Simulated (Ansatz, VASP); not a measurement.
## One calculation of Ag, two programs

```
Ag
1.0
     0.00000    2.03664    2.03664
     2.03664    0.00000    2.03664
     2.03664    2.03664    0.00000
Ag
1
Direct
  0.00000 0.00000 0.00000
```

Alike in both runs: functional PBE; dispersion D3(BJ); k mesh 18 × 18 × 18; occupations gaussian, width 0.1 eV; no spin polarisation.

Ansatz relaxed the structure, and its values are those at the end. VASP's run is a single point on that final structure, the one shown.

```csv
,VASP,Ansatz
version,VASP 6.6.1,Ansatz 0.2.0
potentials or method,"VASP PAW PBE potentials, release 64 (Ag), cutoff 500 eV","scalar-relativistic, plane waves, PAW"
valence electrons in the cell,11,19
```

```csv
,VASP,Ansatz,Ansatz less VASP
gap on the k mesh at the Fermi level (eV),none,none,-
pressure (GPa),-0.1,0.0,+0.14
```

A gap of «none» marks a metal or a gap that the smearing closes. VASP's potentials hold 11 valence electrons a cell and Ansatz's 19, so a difference there can come from the potentials and not from the codes.
